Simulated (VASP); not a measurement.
A run of VASP 6.6.1 is set up as follows.

The input INCAR:

```
SYSTEM = Zn
PREC = Accurate ; ENCUT = 520
EDIFF = 1E-7 ; ISMEAR = -1
SIGMA = 0.05 ; LREAL = .FALSE.
LASPH = .TRUE. ; NELM = 100
ALGO = Normal ; ISIF = 2
LWAVE = .FALSE. ; LCHARG = .TRUE.
GGA = PE ; LELF = .TRUE.
LVHAR = .TRUE. ; NBANDS = 12
```

Contents of KPOINTS:

```
regular mesh
0
G
  17 17 17
  0 0 0
```

Contents of POSCAR:

```
Zn
1.0
    2.2977706103      0.0000000000      0.0000000000
    0.0000000000      2.2977706103      0.0000000000
    0.0000000000      0.0000000000      2.2977706103
Zn
1
Direct
    0.0000000000      0.0000000000      0.0000000000
```

Potentials or basis: VASP PAW PBE potentials, release 64 (Zn).

Command:

```bash
$ cat potpaw_PBE.64/Zn/POTCAR > POTCAR
$ mpirun -np 1 vasp_std > vasp.out
```

Question: What does it give for the band gap on the k mesh?

Answer: Zero (band 6 reaches 11.43 eV, above the bottom of band 7 at 2.59 eV).

Question: Predict the pressure.

Answer: 55.0 GPa.
